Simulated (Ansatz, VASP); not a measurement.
# Two plane-wave programs on Pt

```
CELL_PARAMETERS angstrom
2.81875 0.00000 0.00000
-1.40937 2.44111 0.00000
0.00000 0.00000 4.85085
ATOMIC_POSITIONS crystal
Pt 0.33333 0.66667 0.25000
Pt 0.66667 0.33333 0.75000
```

Alike in both runs: task single point; functional RPBE; k mesh 15 × 15 × 8; occupations fermi-dirac, width 0.1 eV; no spin polarisation.

```csv
,VASP,Ansatz
version,VASP 6.6.1,Ansatz 0.2.0
potentials or method,"VASP PAW PBE potentials, release 64 (Pt), cutoff 520 eV","plane waves (420 eV) with PAW, scalar-relativistic"
valence electrons in the cell,20,36
```

Ansatz gave:

- pressure (GPa): -7.8
- traceless stress, the component that is largest in VASP (GPa): 0.66

What did VASP give for the same quantities?

Pressure (GPa): -8.2; traceless stress, the component that is largest in VASP (GPa): 0.59.

VASP's potentials were made for PBE, not for RPBE. VASP's potentials hold 20 valence electrons a cell and Ansatz's 36, so a difference there can come from the potentials and not from the codes.

Neither program's run includes spin-orbit coupling.
